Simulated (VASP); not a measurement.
Mg: electric field gradients with PBEsol

The system is Mg.

```xyz
2
Lattice="3.2093 0.0000 0.0000 -1.6046 2.7793 0.0000 0.0000 0.0000 5.1061" Properties=species:S:1:pos:R:3 pbc="T T T"
Mg    0.0000    1.8529    1.2765
Mg    1.6046    0.9264    3.8296
```

This cell differs from its parent crystal: zz strain of -2 %.

- Program: VASP 6.6.1
- Task: electric field gradients
- Functional: PBEsol
- Potentials or basis: VASP PAW PBE potentials, release 64 (Mg)
- Cutoff: 520 eV
- k mesh: 12 × 12 × 7
- Occupations: fermi-dirac, width 0.08 eV
- Spin: no spin polarisation
- Dipole correction: no
- Further INCAR settings: ALGO = Normal; EDIFF = 1e-08; NBANDS = 9

| Property | Result |
| --- | --- |
| Pressure | -0.5 GPa |
| Band gap on the k mesh | zero (bands 2 and 3 overlap by 2.00 eV) |
| Largest electric field gradient by atom | Mg -0.08 V/Å² |

Stress tensor (GPa, compression positive):
```
-0.60  0.00  0.00
 0.00 -0.60  0.00
 0.00  0.00 -0.21
```

Levels at points of the mesh, in eV from the Fermi level:
| k point | band 1 | band 2 | band 3 | band 4 | band 5 | band 6 |
| --- | --- | --- | --- | --- | --- | --- |
| (0.00, 0.00, 0.00) | -6.91 | -1.54 | -1.00 | 10.81 | 10.81 | 10.90 |
| (0.50, 0.00, 0.00) | -2.16 | -2.16 | 2.75 | 3.12 | 3.49 | 3.85 |

Run time: 18 s on 1 thread of Intel(R) Xeon(R) Platinum 8259CL CPU @ 2.50GHz (Skylake/Cascade Lake), with other jobs on the host, peak memory 0.17 GiB.

Caveat: the cell differs from its parent crystal (zz strain of -2 %); without QUAD_EFG the Cq values of the log hold for a quadrupole moment of 1 mb, not for the nuclei; the PAW data sets were made with another functional, which shifts forces and pressure a little.
